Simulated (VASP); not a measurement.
# Cs2Zn (P6/mmm) in VASP: notebook

Cs2Zn is run at these levels: PBE; tasks: single point, relaxation of cell and atoms.

All numbers are computed with VASP 6.6.1; they aren't measurements. Logs are shortened: lines on timing, memory, paths and dates and some standing lists are left out, and cuts for length are marked.

## 1. The cell of the first run

Symmetry: P6/mmm, No. 191, hexagonal system. Conventional cell: a = 7.019 Å, b = 7.019 Å, c = 4.694 Å, α = 90.00°, β = 90.00°, γ = 120.00°. Cs (site symmetry -6m2) has 5 Cs at 4.05 to 4.69 Å and 6 Zn at 4.68 Å within 5.3 Å.

## 2. Single point, PBE

File INCAR:

```
  ALGO = Fast
  EDIFF = 1E-6
  ENCUT = 520
  GGA = PE
  ISIF = 2
  ISMEAR = 0
  LASPH = T
  LCHARG = T
  LELF = T
  LREAL = F
  LVHAR = T
  LWAVE = F
  NBANDS = 22
  NELM = 60
  PREC = Accurate
  SIGMA = 0.1
```

File KPOINTS:

```
k-points
0
Gamma
  3 3 6
```

File POSCAR:

```
Cs2Zn
1.0
    7.0185459484      0.0000000000      0.0000000000
   -3.5092729743      6.0782390890      0.0000000000
    0.0000000000      0.0000000000      4.6937101941
Cs Zn
2 1
Direct
    0.3333333333      0.6666666667      0.5000000000
    0.6666666667      0.3333333333      0.5000000000
    0.0000000000      0.0000000000      0.0000000000
```

Potentials or basis: VASP PAW PBE potentials, release 64 (Cs_sv, Zn).

Run with:

```
cat potpaw_PBE.64/Cs_sv/POTCAR potpaw_PBE.64/Zn/POTCAR > POTCAR
mpirun -np 1 vasp_std > vasp.out
```

OUTCAR:

```text
EDIFF = 1E-6
   ENCUT = 520
   GGA = PE
   ISIF = 2
   ISMEAR = 0
   LASPH = T
   LREAL = F
   NELM = 60
   PREC = Accurate

 ion  position               nearest neighbor table
   1  0.333  0.667  0.500-
   2  0.667  0.333  0.500-
   3  0.000  0.000  0.000-

  LATTYP: Found a hexagonal cell.
 ALAT       =     7.0185459484
 C/A-ratio  =     0.6687582056

  Lattice vectors:

 A1 = (   7.0185459484,   0.0000000000,   0.0000000000)
 A2 = (  -3.5092729743,   6.0782390890,   0.0000000000)
 A3 = (   0.0000000000,   0.0000000000,   4.6937101941)

Analysis of symmetry for initial positions (statically):
=====================================================================
 Subroutine PRICEL returns:
 Original cell was already a primitive cell.

 Routine SETGRP: Setting up the symmetry group for a
 hexagonal supercell.

 Subroutine GETGRP returns: Found 24 space group operations
 (whereof 24 operations were pure point group operations)
 out of a pool of 24 trial point group operations.

The static configuration has the point symmetry D_6h.

Analysis of symmetry for dynamics (positions and initial velocities):
=====================================================================
 Subroutine PRICEL returns:
 Original cell was already a primitive cell.

 Routine SETGRP: Setting up the symmetry group for a
 hexagonal supercell.

 Subroutine GETGRP returns: Found 24 space group operations
 (whereof 24 operations were pure point group operations)
 out of a pool of 24 trial point group operations.

The dynamic configuration has the point symmetry D_6h.

 Subroutine INISYM returns: Found 24 space group operations
 (whereof 24 operations are pure point group operations),
 and found     1 'primitive' translations

----------------------------------------------------------------------------------------

                                     Primitive cell

  volume of cell :     200.2356

  direct lattice vectors                    reciprocal lattice vectors
     7.018545948  0.000000000  0.000000000     0.142479654  0.082260667  0.000000000
    -3.509272974  6.078239089  0.000000000     0.000000000  0.164521333  0.000000000
     0.000000000  0.000000000  4.693710194     0.000000000  0.000000000  0.213051074
[... 67 lines left out ...]
   ISPIN  =      1    spin polarized calculation?
   LNONCOLLINEAR =      F non collinear calculations
   LSORBIT =      F    spin-orbit coupling
   LASPH  =      T    aspherical Exc in radial PAW
   ENCUT  =  520.0 eV  38.22 Ry    6.18 a.u.  13.05 13.05  8.73*2*pi/ulx,y,z
   NELM   =     60;   NELMIN=  2; NELMDL= -5     # of ELM steps
   EDIFF  = 0.1E-05   stopping-criterion for ELM
   LREAL  =      F    real-space projection
   EDIFFG = 0.1E-04   stopping-criterion for IOM
   NSW    =      0    number of steps for IOM
   IBRION =     -1    ionic relax: 0-MD 1-quasi-New 2-CG
   NFREE  =      0    steps in history (QN), initial steepest desc. (CG)
   ISIF   =      2    stress and relaxation
   ISYM   =      2    0-nonsym 1-usesym 2-fastsym
   POTIM  = 0.5000    time-step for ionic-motion
   TEBEG  =    0.0;   TEEND  =   0.0 temperature during run
   PSTRESS=    0.0 pullay stress
   NELECT =      30.0000    total number of electrons
   NUPDOWN=      -1.0000    fix difference up-down
   EMIN   =  10.00;   EMAX   =-10.00  energy-range for DOS
   EFERMI =   0.00;   METHOD = LEGACY
   ISMEAR =     0;   SIGMA  =   0.10  broadening in eV -4-tet -1-fermi 0-gaus
   EFERMI_NEDOS =   21; number of points for ismear=-14 and -15
   IALGO  =     68    algorithm
   IMIX   =      4    mixing-type and parameters
     AMIX     =   0.40;   BMIX     =  1.00
     AMIX_MAG =   1.60;   BMIX_MAG =  1.00
  volume/ion in A,a.u.               =      66.75       450.42
  Fermi-wavevector in a.u.,A,eV,Ry     =   0.869497  1.643111 10.286350  0.756025
  Thomas-Fermi vector in A             =   1.988328
   LORBIT       =      0    0 simple, 1 ext, 2 COOP (PROOUT), +10 PAW based schemes
   GGA     = PE    functional components
   LHFCALC =     F    Hartree Fock is set to
   AEXX    =    0.0000 exact exchange contribution
   IVDW    =     0    specifies the selected vdW correction
   LEPSILON=     F    determine dielectric tensor
   LRPA    =     F    only Hartree local field effects (RPA)
 non-spin polarized calculation
 RMM-DIIS sequential band-by-band and
 Gauss-broadening in eV      SIGMA  =   0.10
  energy-cutoff  :      520.00
  volume of cell :      200.24
 maximum number of plane-waves:      5424
 NGX is ok and might be reduce to    54
   NGX = 27   NGY = 27   NGZ = 17

 number of electron      29.9999988 magnetization

 Free energy of the ion-electron system (eV)
  ---------------------------------------------------
  ext. energy  EPLUGINS =         0.00000000
  ---------------------------------------------------
  free energy    TOTEN  =        -1.86092605 eV

  energy without entropy =       -1.84635995  energy(sigma->0) =       -1.85364300

 E-fermi :   1.0836     XC(G=0):  -6.5467

 val. band max:        1.0379334835   @ k =   0.3333   0.3333   0.5000
 cond. band min:       1.1247158027   @ k =   0.3333   0.3333   0.3333
 fundamental gap:      0.0867823192
 Fermi energy:         1.0836076054

 k-point     1 :       0.0000    0.0000    0.0000
  band No.  band energies     occupation
      1     -22.9383      2.00000
      2     -22.8158      2.00000
      3     -10.0313      2.00000
      4     -10.0313      2.00000
      5      -9.6010      2.00000
      6      -9.4418      2.00000
[... 289 lines left out ...]
     21       3.7350      0.00000
     22       4.3267      0.00000

------------------------ aborting loop because EDIFF is reached ----------------------------------------

  FORCE on cell =-STRESS in cart. coord.  units (eV):
  Direction    XX          YY          ZZ          XY          YZ          ZX
  --------------------------------------------------------------------------------------
  -------------------------------------------------------------------------------------
  Total        0.0240288      0.0240288     -0.0456328     -0.0000000     -0.0000000      0.0000000
  in kB        0.1922653      0.1922653     -0.3651292     -0.0000000     -0.0000000      0.0000000
  external PRESSURE =       0.0064672 kB  Pullay stress =       0.0000000 kB

 VOLUME and BASIS-vectors are now :
 -----------------------------------------------------------------------------
  energy-cutoff  :      520.00
  volume of cell :      200.24
      direct lattice vectors                 reciprocal lattice vectors
     7.018545948  0.000000000  0.000000000     0.142479654  0.082260667  0.000000000
    -3.509272974  6.078239089  0.000000000     0.000000000  0.164521333  0.000000000
     0.000000000  0.000000000  4.693710194     0.000000000  0.000000000  0.213051074

 POSITION                                       TOTAL-FORCE (eV/Angst)
 -----------------------------------------------------------------------------------
     -0.00000      4.05216      2.34686         0.000000     -0.000000      0.000000
      3.50927      2.02608      2.34686        -0.000000      0.000000      0.000000
      0.00000      0.00000      0.00000         0.000000      0.000000      0.000000
 -----------------------------------------------------------------------------------
    total drift:                                0.000000     -0.000000      0.000000

  FREE ENERGIE OF THE ION-ELECTRON SYSTEM (eV)
  ---------------------------------------------------
  free  energy   TOTEN  =        -1.8609260514 eV

  energy  without entropy=       -1.8463599457  energy(sigma->0) =       -1.85364300
```

It took 34 s on 1 thread of Intel Xeon 6975P-C (Granite Rapids), shared host; peak memory 0.31 GiB.

Results:

```yaml
Free_energy: -1.8609 eV
Pressure: 0.0 GPa
Band_gap_on_the_k_mesh: zero (bands 15 and 16 overlap by 1.02 eV)
```

Caveat: spin-orbit coupling is left out, which moves the levels of the heavy elements.

## 3. Single point, PBE

This run uses another cell than the first one, of 35.39 Å³/atom.

File INCAR:

```
SYSTEM = Cs2Zn
ALGO = Fast
EDIFF = 1E-6
ENCUT = 520
GGA = PE
ISIF = 2
ISMEAR = 0
LASPH = .TRUE.
LCHARG = .FALSE.
LREAL = .FALSE.
LWAVE = .FALSE.
NBANDS = 22
NELM = 60
PREC = Accurate
SIGMA = 0.1
```

File KPOINTS:

```
k-points
0
G
  6 6 6
  0 0 0
```

File POSCAR:

```
Cs2Zn
1.0
    5.7772782763      0.0000000000      0.0000000000
   -2.8886391382      5.0032697521      0.0000000000
    0.0000000000      0.0000000000      3.6725612076
Cs Zn
2 1
Direct
    0.3333333333      0.6666666667      0.5000000000
    0.6666666667      0.3333333333      0.5000000000
    0.0000000000      0.0000000000      0.0000000000
```

Potentials or basis: VASP PAW PBE potentials, release 64 (Cs_sv, Zn).

Run with:

```
cat potpaw_PBE.64/Cs_sv/POTCAR potpaw_PBE.64/Zn/POTCAR > POTCAR
mpirun -np 1 vasp_std > vasp.out
```

Run time: 29 s. Hardware: 1 thread of Intel Xeon 6975P-C (Granite Rapids), shared host; peak memory 0.26 GiB.

The run converged. Its results:

| Property | Result |
| --- | --- |
| Free energy | -1.0477 eV |
| Pressure | 5.5 GPa |
| Band gap on the k mesh | zero (bands 15 and 16 overlap by 1.14 eV) |

Stress tensor (GPa, compression positive):
```
6.44 0.00 0.00
0.00 6.44 0.00
0.00 0.00 3.69
```

Levels at points of the mesh, in eV from the Fermi level:
| k point | band 13 | band 14 | band 15 | band 16 | band 17 | band 18 |
| --- | --- | --- | --- | --- | --- | --- |
| (0.00, 0.00, 0.00) | -7.11 | -4.73 | 0.55 | 0.55 | 0.56 | 2.79 |
| (0.50, 0.00, 0.00) | -7.10 | -4.03 | -0.64 | 0.39 | 1.21 | 2.07 |
| (0.00, 0.00, 0.50) | -7.06 | -2.34 | -0.90 | 0.32 | 0.32 | 0.89 |
| (0.50, 0.00, 0.50) | -7.07 | -3.17 | -0.92 | -0.38 | 1.09 | 2.57 |

Caveat: the cell stands under pressure; spin-orbit coupling is left out, which moves the levels of the heavy elements.

[end of part 1 of 2]
